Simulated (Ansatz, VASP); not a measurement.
**P in VASP and in Ansatz**

The input POSCAR:

```
P
1.0
    1.6538346590     -5.4984059606      0.0000000000
    1.6538346590      5.4984059606      0.0000000000
    0.0000000000      0.0000000000      4.5468944061
P
4
Direct
    0.0955109276      0.9044890724      0.9118095445
    0.5955109276      0.4044890724      0.5881904555
    0.9044890724      0.0955109276      0.0881904555
    0.4044890724      0.5955109276      0.4118095445
```

Contents of INCAR.step1:

```
SYSTEM = P
  PREC = Accurate
  ENCUT = 520
  ISMEAR = -1
  SIGMA = 0.05
  LREAL = .False.
  LASPH = .True.
  NELM = 80
  NBANDS = 18
  GGA = PE
  ALGO = Normal
  EDIFF = 1E-4
  LWAVE = .True.
  LCHARG = .False.
```

File INCAR.step2:

```
SYSTEM = P
  PREC = Accurate
  ENCUT = 520
  EDIFF = 1E-7
  ISMEAR = -1
  SIGMA = 0.05
  LREAL = .False.
  LASPH = .True.
  NELM = 80
  ALGO = Normal
  ISIF = 2
  LWAVE = .False.
  LCHARG = .False.
  METAGGA = R2SCAN
  LMIXTAU = .True.
  NBANDS = 18
  ISTART = 1
```

KPOINTS

```
Automatic mesh
0
Gamma
  4 4 3
  0 0 0
```

Input for Ansatz:

```yaml
crystal:
  lattice:
    - [1.653834659, -5.4984059606, 0.0]
    - [1.653834659, 5.4984059606, 0.0]
    - [0.0, 0.0, 4.5468944061]
  atoms:
    - { symbol: P, position: [0.0955109276, 0.9044890724, 0.9118095445] }
    - { symbol: P, position: [0.5955109276, 0.4044890724, 0.5881904555] }
    - { symbol: P, position: [0.9044890724, 0.0955109276, 0.0881904555] }
    - { symbol: P, position: [0.4044890724, 0.5955109276, 0.4118095445] }
hamiltonian:
  xc: r2scan
  pseudopotentials:
    kind: paw
    azcp:
      P: "pseudopotentials/P.paw.azcp"
basis:
  ecutwfc: 500
  fft_grid_basis: typed
kpoints:
  mp_grid: { grid: [4, 4, 3], shift: [0, 0, 0] }
magnetization:
  spin_polarized: false
scf:
  occupations: { method: fermi_dirac, width: 0.05 }
  lower_state_search: "off"
output:
  stress: true
```

Alike in both runs: task single point; functional r2SCAN; k mesh 4 × 4 × 3; occupations fermi-dirac, width 0.05 eV; no spin polarisation.

|  | VASP | Ansatz |
| --- | --- | --- |
| version | VASP 6.6.1 | Ansatz 0.2.0 |
| potentials or method | VASP PAW PBE potentials, release 64 (P), cutoff 520 eV | plane waves (500 eV) with PAW, scalar-relativistic |
| valence electrons in the cell | 20 | 20 |

```tsv
	VASP	Ansatz	Ansatz less VASP
pressure (GPa)	-0.5	0.2	+0.62
traceless stress, the component that is largest in VASP (GPa)	1.07	1.13	+0.068
```

VASP's potentials were made for PBE, not for r2SCAN.

The k mesh is coarse, so the values compare programs but aren't converged.
